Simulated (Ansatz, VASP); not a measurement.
**CuAu in VASP and in Ansatz**

```xyz
2
Lattice="2.9093 0.0000 0.0000 0.0000 2.9093 0.0000 0.0000 0.0000 3.5425" Properties=species:S:1:pos:R:3 pbc="T T T"
Cu    1.4546    1.4546    1.7713
Au    0.0000    0.0000    0.0000
```

Alike in both runs: task relaxation of cell and atoms; functional PBE; k mesh 15 × 15 × 11; occupations fermi-dirac, width 0.05 eV; no spin polarisation.

|  | VASP | Ansatz |
| --- | --- | --- |
| version | VASP 6.6.1 | Ansatz 0.2.0 |
| potentials or method | VASP PAW PBE potentials, release 64 (Cu, Au), cutoff 600 eV | all-electron LAPW, scalar-relativistic |

|  | VASP | Ansatz | Ansatz less VASP |
| --- | --- | --- | --- |
| relaxed volume (Å³/atom) | 14.99 | 14.99 | 0.000 |
| relaxed length of the cell vector where the two differ most in proportion (Å) | 3.543 | 3.543 | 0.0000 |

Ansatz ran all-electron here, and VASP with PAW potentials.

Spin-orbit coupling is off throughout. Noted on VASP's run: the relaxation stopped at its first step, so nothing moved.
